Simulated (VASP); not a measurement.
Set up this calculation in VASP 6.6.1, as the native input.

* Task: single point
* Functional: PBE
* Potentials or basis: VASP PAW PBE potentials, release 64 (Cd, S)
* Cutoff: 500 eV
* k mesh: 8 × 8 × 8
* Occupations: gaussian, width 0.02 eV
* Spin: no spin polarisation
* Dipole correction: no
* Further INCAR settings: ALGO = Normal; EDIFF = 1e-06; NBANDS = 16

The structure of CdS lies in POSCAR:

```
CdS
1.0
    0.0000000000      2.9634773900      2.9634773900
    2.9634773900      0.0000000000      2.9634773900
    2.9634773900      2.9634773900      0.0000000000
Cd S
1 1
Direct
    0.0000000000      0.0000000000      0.0000000000
    0.2500000000      0.2500000000      0.2500000000
```

These files were run (other wordings do the same):

INCAR

```
ALGO = Normal
EDIFF = 1E-6
ENCUT = 500
GGA = PE
GGA_COMPAT = False
ISIF = 2
ISMEAR = 0
LASPH = True
LCHARG = False
LREAL = False
LWAVE = False
NBANDS = 16
NELM = 120
PREC = Accurate
SIGMA = 0.02
```

KPOINTS

```
k-points
0
Gamma
  8 8 8
```

Potentials or basis: VASP PAW PBE potentials, release 64 (Cd, S).

Launch:

```bash
$ cat potpaw_PBE.64/Cd/POTCAR potpaw_PBE.64/S/POTCAR > POTCAR
$ mpirun -np 1 vasp_std > vasp.out
```

Results of the run:

```
Pressure               : 0.3 GPa
Band gap on the k mesh : 1.04 eV
```

Run time: 35 s on 1 thread of Intel Xeon 8259CL (shared host), peak memory 0.18 GiB.
